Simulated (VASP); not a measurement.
# SiC in VASP: a series of runs

Runs on SiC. Level: PBE. Tasks: single point.

All numbers are computed with VASP 6.6.1; they aren't measurements. Logs are shortened: lines on timing, memory, paths and dates and some standing lists are left out, and cuts for length are marked.

### 1 The cell of the first run

The cell holds a wire or tube with vacuum around it, 12 atoms: a = 13.600 Å, b = 12.900 Å, c = 5.074 Å, α = 90.00°, β = 90.00°, γ = 90.00°.

### 2 Single point, PBE, collinear spin

The input, INCAR:

```
SYSTEM = SiC
  ALGO = Normal
  EDIFF = 1E-7
  ENCUT = 520
  GGA = PE
  ISIF = 2
  ISMEAR = 0
  ISPIN = 2
  LASPH = .True.
  LCHARG = .True.
  LELF = .True.
  LORBIT = 11
  LREAL = .False.
  LVHAR = .True.
  LWAVE = .False.
  MAGMOM = 0.3 0.3 0.3 0.3 0.3 0.3 0.3 0.3 0.3 0.3 0.3 0.3
  NBANDS = 40
  NELM = 150
  PREC = Accurate
  SIGMA = 0.05
```

The input, KPOINTS:

```
k-points
0
Gamma
  1 1 7
  0 0 0
```

The input, POSCAR:

```
SiC
1.0
   13.6000000000      0.0000000000      0.0000000000
    0.0000000000     12.9000000000      0.0000000000
    0.0000000000      0.0000000000      5.0740210708
Si C
6 6
Direct
    0.3294981682      0.4308127035      0.0045635116
    0.5568339439      0.4308127035      0.0045635116
    0.4431660561      0.6383745930      0.0045635116
    0.4431660561      0.3616254070      0.5045635116
    0.6705018318      0.3616254070      0.5045635116
    0.5568339439      0.5691872965      0.5045635116
    0.3294981682      0.4308127035      0.3804364884
    0.5568339439      0.4308127035      0.3804364884
    0.4431660561      0.6383745930      0.3804364884
    0.4431660561      0.3616254070      0.8804364884
    0.6705018318      0.3616254070      0.8804364884
    0.5568339439      0.5691872965      0.8804364884
```

Potentials or basis: VASP PAW PBE potentials, release 64 (Si, C).

On the command line:

```
$ cat potpaw_PBE.64/Si/POTCAR potpaw_PBE.64/C/POTCAR > POTCAR
$ mpirun -np 1 vasp_std > vasp.out
```

OUTCAR:

```text
SYSTEM = SiC
   EDIFF = 1E-7
   ENCUT = 520
   GGA = PE
   ISIF = 2
   ISMEAR = 0
   ISPIN = 2
   LASPH = .True.
   LORBIT = 11
   LREAL = .False.
   NELM = 150
   PREC = Accurate

 ion  position               nearest neighbor table
   1  0.329  0.431  0.005-  10 1.89   7 1.91   2 3.09   3 3.09   4 3.10   4 3.10
   2  0.557  0.431  0.005-  10 1.89  12 1.89  11 1.89   8 1.91   3 3.09   1 3.09   4 3.10   4 3.10
                             6 3.10   6 3.10   5 3.10   5 3.10
   3  0.443  0.638  0.005-  12 1.89   9 1.91   2 3.09   1 3.09   6 3.10   6 3.10
   4  0.443  0.362  0.505-   8 1.89   7 1.89  10 1.91   6 3.09   5 3.09   2 3.10   2 3.10   1 3.10
                             1 3.10
   5  0.671  0.362  0.505-   8 1.89  11 1.91   4 3.09   6 3.09   2 3.10   2 3.10
   6  0.557  0.569  0.505-   9 1.89   8 1.89  12 1.91   4 3.09   5 3.09   3 3.10   3 3.10   2 3.10
                             2 3.10
   7  0.329  0.431  0.380-   4 1.89   1 1.91
   8  0.557  0.431  0.380-   4 1.89   6 1.89   5 1.89   2 1.91
   9  0.443  0.638  0.380-   6 1.89   3 1.91
  10  0.443  0.362  0.880-   2 1.89   1 1.89   4 1.91
  11  0.671  0.362  0.880-   2 1.89   5 1.91
  12  0.557  0.569  0.880-   3 1.89   2 1.89   6 1.91

  LATTYP: Found a simple orthorhombic cell.
 ALAT       =     5.0740210708
 B/A-ratio  =     2.5423623237
 C/A-ratio  =     2.6803199692

  Lattice vectors:

 A1 = (   0.0000000000,   0.0000000000,  -5.0740210708)
 A2 = (   0.0000000000,  12.9000000000,   0.0000000000)
 A3 = (  13.6000000000,   0.0000000000,   0.0000000000)

Analysis of symmetry for initial positions (statically):
=====================================================================
 Subroutine PRICEL returns:
 Original cell was already a primitive cell.

 Routine SETGRP: Setting up the symmetry group for a
 simple orthorhombic supercell.

 Subroutine GETGRP returns: Found  1 space group operations
 (whereof  1 operations were pure point group operations)
 out of a pool of  8 trial point group operations.

The static configuration has the point symmetry C_1 .

Analysis of symmetry for dynamics (positions and initial velocities):
=====================================================================
 Subroutine PRICEL returns:
 Original cell was already a primitive cell.

 Routine SETGRP: Setting up the symmetry group for a
 simple orthorhombic supercell.

 Subroutine GETGRP returns: Found  1 space group operations
 (whereof  1 operations were pure point group operations)
 out of a pool of  8 trial point group operations.
[... 171 lines left out ...]

 k-point     1 :       0.0000    0.0000    0.0000
  band No.  band energies     occupation
      1     -17.4682      1.00000
      2     -15.3912      1.00000
      3     -15.1406      1.00000
      4     -14.1738      1.00000
      5     -13.4505      1.00000
      6     -13.0895      1.00000
[... 145 lines left out ...]
     35       1.8532      0.00000
     36       1.8547      0.00000
 Fermi energy:        -3.3295751532

 spin component 2

 k-point     1 :       0.0000    0.0000    0.0000
  band No.  band energies     occupation
      1     -17.2447      1.00000
      2     -15.0814      1.00000
      3     -14.7713      1.00000
      4     -13.6847      1.00000
      5     -12.7016      1.00000
      6     -12.6029      1.00000
[... 145 lines left out ...]
     35       2.0628      0.00000
     36       2.1573      0.00000
 [bands above 36 left out]

------------------------ aborting loop because EDIFF is reached ----------------------------------------

  FORCE on cell =-STRESS in cart. coord.  units (eV):
  Direction    XX          YY          ZZ          XY          YZ          ZX
  --------------------------------------------------------------------------------------
  -------------------------------------------------------------------------------------
  Total       -7.0666461     -5.2402626    -15.8779529      1.5704320     -0.0557441      0.0937496
  in kB      -12.7187093     -9.4315430    -28.5774982      2.8264990     -0.1003295      0.1687326
  external PRESSURE =     -16.9092501 kB  Pullay stress =       0.0000000 kB

 VOLUME and BASIS-vectors are now :
 -----------------------------------------------------------------------------
  energy-cutoff  :      520.00
  volume of cell :      890.19
      direct lattice vectors                 reciprocal lattice vectors
    13.600000000  0.000000000  0.000000000     0.073529412  0.000000000  0.000000000
     0.000000000 12.900000000  0.000000000     0.000000000  0.077519380  0.000000000
     0.000000000  0.000000000  5.074021071     0.000000000  0.000000000  0.197082351

 POSITION                                       TOTAL-FORCE (eV/Angst)
 -----------------------------------------------------------------------------------
      4.48118      5.55748      0.02316         1.257086      0.013433      0.787087
      7.57294      5.55748      0.02316         0.563134     -0.324781     -0.220436
      6.02706      8.23503      0.02316         0.617490     -1.097093      0.788915
      6.02706      4.66497      2.56017        -1.203034      1.580191      1.691929
      9.11882      4.66497      2.56017         0.273659     -0.157674      1.338252
      7.57294      7.34252      2.56017        -1.970443      0.251307      1.692220
      4.48118      5.55748      1.93034         0.833353     -0.802995     -0.941236
      7.57294      5.55748      1.93034         0.642805     -0.369765     -0.570486
      6.02706      8.23503      1.93034         1.112850     -0.317947     -0.942783
      6.02706      4.66497      4.46735        -0.584797      0.640155     -1.191329
      9.11882      4.66497      4.46735        -0.694276      0.399257     -1.239300
      7.57294      7.34252      4.46735        -0.847825      0.185913     -1.192832
 -----------------------------------------------------------------------------------
    total drift:                               -0.000082      0.000024     -0.000187

  FREE ENERGIE OF THE ION-ELECTRON SYSTEM (eV)
  ---------------------------------------------------
  free  energy   TOTEN  =       -68.3456596295 eV

  energy  without entropy=      -68.3442358255  energy(sigma->0) =      -68.34494773

 total charge

# of ion       s       p       d       tot
------------------------------------------
    1        0.814   0.741   0.000   1.556
    2        0.715   0.926   0.000   1.641
    3        0.814   0.742   0.000   1.556
    4        0.769   0.842   0.000   1.611
    5        0.827   0.753   0.000   1.580
    6        0.769   0.842   0.000   1.611
    7        0.934   1.299   0.000   2.232
    8        0.867   1.633   0.000   2.499
    9        0.934   1.299   0.000   2.232
   10        0.879   1.494   0.000   2.373
   11        0.915   1.333   0.000   2.248
   12        0.879   1.494   0.000   2.373
--------------------------------------------------
tot         10.116  13.396   0.000  23.512

 magnetization (x)

# of ion       s       p       d       tot
------------------------------------------
    1        0.025   0.072   0.000   0.097
    2        0.001   0.037   0.000   0.037
    3        0.025   0.072   0.000   0.097
    4       -0.002   0.021   0.000   0.019
    5        0.067   0.157   0.000   0.224
    6       -0.002   0.021   0.000   0.019
    7        0.038   0.277   0.000   0.315
    8        0.003   0.089   0.000   0.092
    9        0.038   0.276   0.000   0.314
   10        0.011   0.117   0.000   0.127
   11        0.055   0.440   0.000   0.495
   12        0.011   0.117   0.000   0.127
--------------------------------------------------
tot          0.269   1.695   0.000   1.964
```

stdout:

```text
POSCAR found type information on POSCAR SiC
 POSCAR found :  2 types and      12 ions
 scaLAPACK will be used
 LDA part: xc-table for (Slater+PW92), standard interpolation
 POSCAR, INCAR and KPOINTS ok, starting setup
 FFT: planning ... GRIDC
 FFT: planning ... GRID_SOFT
 FFT: planning ... GRID
 WAVECAR not read
 entering main loop
```

Run time: 8.6 min. Hardware: 1 thread of Intel Xeon 6975P-C (Granite Rapids), shared host; peak memory 1.2 GiB.

Results:

* Free energy: -68.3457 eV
* Largest force: 2.609 eV/Å
* Net moment: 3.98 μB per cell
* Site moments: Si +0.10, +0.04, +0.02, +0.22 (each value once); C +0.32, +0.09, +0.31, +0.13, +0.49 (each value once) μB
* Valence electrons inside the program's atomic spheres: Si 1.56, 1.64, 1.61, 1.58 (each value once); C 2.23, 2.50, 2.37, 2.25 (each value once)

Forces on the atoms (eV/Å):
```
Si   1.257  0.013  0.787
Si   0.563 -0.325 -0.220
Si   0.617 -1.097  0.789
Si  -1.203  1.580  1.692
Si   0.274 -0.158  1.338
Si  -1.970  0.251  1.692
C    0.833 -0.803 -0.941
C    0.643 -0.370 -0.570
C    1.113 -0.318 -0.943
C   -0.585  0.640 -1.191
C   -0.694  0.399 -1.239
C   -0.848  0.186 -1.193
```

Levels at points of the mesh, in eV from the Fermi level:
Spin up:
| k point | band 22 | band 23 | band 24 | band 25 | band 26 | band 27 | band 28 | band 29 | band 30 | band 31 |
| --- | --- | --- | --- | --- | --- | --- | --- | --- | --- | --- |
| (0.00, 0.00, 0.00) | -1.21 | -0.80 | -0.47 | -0.22 | -0.06 | 0.67 | 0.93 | 1.89 | 2.33 | 2.51 |
Spin down:
```csv
k point,band 19,band 20,band 21,band 22,band 23,band 24,band 25,band 26
"(0.00, 0.00, 0.00)",-1.18,-0.95,-0.65,-0.51,0.08,0.21,0.55,0.67
```

### 3 Single point, PBE, collinear spin

This run uses another cell than the first one.

The input, INCAR:

```
SYSTEM = SiC
PREC = Accurate
ENCUT = 520
EDIFF = 1E-7
ISMEAR = 0
SIGMA = 0.05
LREAL = .FALSE.
LASPH = .TRUE.
NELM = 150
ALGO = Normal
ISIF = 2
LWAVE = .FALSE.
LCHARG = .FALSE.
ISPIN = 2
MAGMOM = 0.3 0.3 0.3 0.3 0.3 0.3 0.3 0.3 0.3 0.3 0.3 0.3
LORBIT = 11
GGA = PE
NBANDS = 40
```

The input, KPOINTS:

```
regular mesh
0
G
  1 1 7
  0 0 0
```

The input, POSCAR:

```
SiC
1.0
   13.6000000000      0.0000000000      0.0000000000
    0.0000000000     12.9000000000      0.0000000000
    0.0000000000      0.0000000000      5.3439781891
Si C
6 6
Direct
    0.3457109365      0.4473700556      0.0844119300
    0.5678269191      0.4241376033      0.0256715329
    0.4373981733      0.6151057513      0.0846251817
    0.4381225610      0.3839313840      0.5130364595
    0.6807376098      0.3573132620      0.5097220372
    0.5355441904      0.5629249184      0.5130909583
    0.3317151878      0.3673469136      0.3429051504
    0.5614150342      0.4282501463      0.3753995760
    0.4957255336      0.6683115339      0.3431903749
    0.4454541636      0.4277739515      0.8443363568
    0.6568120720      0.3683789909      0.8290866597
    0.5035376186      0.5340317102      0.8445237825
```

Potentials or basis: VASP PAW PBE potentials, release 64 (Si, C).

On the command line:

```
$ cat potpaw_PBE.64/Si/POTCAR potpaw_PBE.64/C/POTCAR > POTCAR
$ mpirun -np 1 vasp_std > vasp.out
```

Run time: 7.7 min. Hardware: 1 thread of Intel Xeon 6975P-C (Granite Rapids), shared host; peak memory 1.2 GiB.

Results (log left out):

- Free energy: -72.1697 eV
- Largest force: 0.027 eV/Å
- Net moment: 1.43 μB per cell
- Site moments: Si -0.00, +0.01, -0.01 (each value once); C +0.12, +0.06, +0.04, +0.37 (each value once) μB
- Valence electrons inside the program's atomic spheres: Si 1.67, 1.68, 1.64 (each value once); C 2.39, 2.45, 2.48 (each value once)

Forces on the atoms (eV/Å):
```
Si   0.002  0.010 -0.009
Si  -0.007  0.005  0.002
Si  -0.008 -0.008 -0.010
Si  -0.001 -0.006  0.006
Si   0.012 -0.005 -0.009
Si   0.005  0.004  0.008
C   -0.005 -0.008  0.003
C   -0.005  0.003 -0.001
C    0.005  0.007  0.002
C   -0.010 -0.024 -0.007
C   -0.005  0.002  0.020
C    0.017  0.019 -0.005
```

Levels at points of the mesh, in eV from the Fermi level:
Spin up:
| k point | band 23 | band 24 | band 25 | band 26 | band 27 | band 28 |
| --- | --- | --- | --- | --- | --- | --- |
| (0.00, 0.00, 0.00) | -0.65 | -0.18 | -0.02 | 1.27 | 1.48 | 2.14 |
Spin down:
| k point | band 20 | band 21 | band 22 | band 23 | band 24 | band 25 | band 26 | band 27 |
| --- | --- | --- | --- | --- | --- | --- | --- | --- |
| (0.00, 0.00, 0.00) | -1.30 | -0.74 | -0.72 | -0.36 | 0.25 | 0.94 | 1.30 | 1.55 |

### 4 Single point, PBE, collinear spin

This run uses another cell than the first one: it holds 14 atoms, not 12.

The input, INCAR:

```
ALGO = Normal ; EDIFF = 1E-7
ENCUT = 520 ; GGA = PE
ISIF = 2 ; ISMEAR = 0
ISPIN = 2 ; LASPH = True
LCHARG = False ; LORBIT = 11
LREAL = False ; LWAVE = False
MAGMOM = 0.3 0.3 0.3 0.3 0.3 0.3 0.3 0.3 0.3 0.3 0.3 0.3 0.3 0.3 ; NBANDS = 45
NELM = 150 ; PREC = Accurate
SIGMA = 0.05
```

The input, KPOINTS:

```
k-points
0
Gamma
  1 1 7
```

The input, POSCAR:

```
SiC
1.0
   13.6000000000      0.0000000000      0.0000000000
    0.0000000000     12.9000000000      0.0000000000
    0.0000000000      0.0000000000      4.9216381539
Si C
7 7
Direct
    0.3442685705      0.4424230872      0.0464599982
    0.5616603976      0.4276410823     -0.0129903609
    0.4415560837      0.6193054845      0.0463394794
    0.4339185553      0.3708379627      0.5405553890
    0.3418032118      0.5620816719      0.5491923473
    0.7058989850      0.3394512466      0.3941523110
    0.5450140132      0.5726528162      0.5404977029
    0.3249182502      0.4325056226      0.4015230681
    0.5656383213      0.4251896942      0.4216583910
    0.4401406260      0.6417637924      0.4014572945
    0.4421452581      0.3622248118      0.9037591739
    0.3263975688      0.5715005086      0.9046668514
    0.6294350827      0.3861755517      0.6540158316
    0.5562014123      0.5694974812      0.9037125226
```

On the command line:

```
$ cat potpaw_PBE.64/Si/POTCAR potpaw_PBE.64/C/POTCAR > POTCAR
$ mpirun -np 1 vasp_std > vasp.out
```

Run time: 10 min. Hardware: 1 thread of Intel Xeon Platinum 8488C (Sapphire Rapids), shared host; peak memory 1.2 GiB.

Results (log left out):

| Property | Result |
| --- | --- |
| Free energy | -88.2089 eV |
| Largest force | 0.043 eV/Å |
| Net moment | 1.71 μB per cell |
| Site moments | Si +0.02, +0.00, +0.09, +0.07, +0.05 (each value once); C +0.07, +0.03, -0.00, +0.08 (each value once) μB |
| Valence electrons inside the program's atomic spheres | Si 1.70, 1.56, 1.66, 1.69, 1.62 (each value once); C 2.49, 2.38, 2.46, 2.50, 2.43 (each value once) |

Forces on the atoms (eV/Å):
```
Si   0.007  0.009  0.001
Si   0.010 -0.006 -0.003
Si  -0.004 -0.012  0.000
Si  -0.005 -0.001 -0.004
Si  -0.005  0.002  0.003
Si  -0.004  0.002 -0.009
Si  -0.002  0.008 -0.001
C   -0.002  0.003 -0.002
C   -0.007  0.000 -0.036
C   -0.004  0.000 -0.003
C   -0.002 -0.001  0.011
C    0.001  0.002 -0.008
C    0.015 -0.008  0.040
C   -0.001  0.003  0.011
```

Levels at points of the mesh, in eV from the Fermi level:
Spin up:
| k point | band 26 | band 27 | band 28 | band 29 | band 30 | band 31 | band 32 | band 33 |
| --- | --- | --- | --- | --- | --- | --- | --- | --- |
| (0.00, 0.00, 0.00) | -0.89 | -0.63 | -0.22 | 0.07 | 1.55 | 1.85 | 2.10 | 2.60 |
Spin down:
```csv
k point,band 23,band 24,band 25,band 26,band 27,band 28,band 29,band 30,band 31,band 32
"(0.00, 0.00, 0.00)",-1.72,-1.24,-0.93,-0.55,-0.49,0.08,0.49,1.82,2.19,2.27
```

### 5 Summary

```csv
cell,gap on the mesh (eV),moment (μB),largest force (eV/Å)
"a = 13.600, b = 12.900, c = 5.074 Å, 12 atoms, atomic positions A",-,3.98,2.61
"a = 13.600, b = 12.900, c = 5.344 Å, 12 atoms, atomic positions B",none,1.43,0.03
"a = 13.600, b = 12.900, c = 4.922 Å, 14 atoms, atomic positions C",none,1.71,0.04
```

Alike in all rows: task single point; level PBE; potentials or basis VASP PAW PBE potentials, release 64 (Si, C); spin collinear; k mesh 1 × 1 × 7; cutoff (eV) 520; smearing gaussian 0.05 eV.

Total energies depend on the potentials used, so only differences within one code and one set of settings carry meaning.
